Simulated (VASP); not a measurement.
## TiSiTe4: single point with PBE

The system is TiSiTe4.

```
CELL_PARAMETERS angstrom
4.64854 -4.54667 0.00000
4.64854 4.54667 0.00000
0.00000 0.00000 4.08506
ATOMIC_POSITIONS crystal
Ti 0.00000 0.00000 0.00000
Si 0.50000 0.50000 0.50000
Te 0.19806 0.19806 0.50000
Te 0.80194 0.80194 0.50000
Te 0.30401 0.69599 0.00000
Te 0.69599 0.30401 0.00000
```

The cell was built from a structure type or drawn by symmetry, and may not be a known phase.

```
Program                : VASP 6.6.1
Task                   : single point
Functional             : PBE
Potentials or basis    : VASP PAW PBE potentials, release 64 (Ti_sv, Si, Te)
Cutoff                 : 520 eV
k mesh                 : 6 × 6 × 10
Occupations            : gaussian, width 0.1 eV
Spin                   : no spin polarisation
Dipole correction      : no
Further INCAR settings : ALGO = Normal; EDIFF = 1e-07; NBANDS = 29
```

```json
{
 "Pressure": "0.0 GPa",
 "Largest force": "0.007 eV/Å",
 "Band gap on the k mesh": "zero (bands 20 and 21 overlap by 1.28 eV)"
}
```

Forces on the atoms (eV/Å):
```
Ti   0.000  0.000  0.000
Si   0.000  0.000  0.000
Te  -0.005  0.000  0.000
Te   0.005  0.000  0.000
Te   0.000  0.007  0.000
Te   0.000 -0.007  0.000
```

Levels at points of the mesh, in eV from the Fermi level:
```csv
k point,band 17,band 18,band 19,band 20,band 21,band 22,band 23,band 24
"(0.00, 0.00, 0.00)",-1.28,-0.42,0.15,0.36,0.63,0.64,0.80,1.11
"(0.50, 0.00, 0.00)",-1.52,-0.61,-0.39,0.07,0.22,0.25,0.47,1.13
"(0.50, 0.50, 0.00)",-1.39,-1.22,-1.20,-1.19,-0.93,0.50,0.82,1.70
"(0.00, 0.00, 0.50)",-2.09,-1.89,-1.45,-1.35,0.40,0.68,0.94,1.39
"(0.50, 0.00, 0.50)",-1.57,-1.42,-0.86,-0.66,0.51,0.65,0.74,1.20
"(0.50, 0.50, 0.50)",-1.33,-1.05,-0.61,-0.16,-0.13,0.70,0.77,0.86
```

It took 11 min on 1 thread of Oxide Virtual Turin-like Processor, on a shared host, peak memory 0.47 GiB.

Caveat: spin-orbit coupling is left out, which moves the levels of the heavy elements.
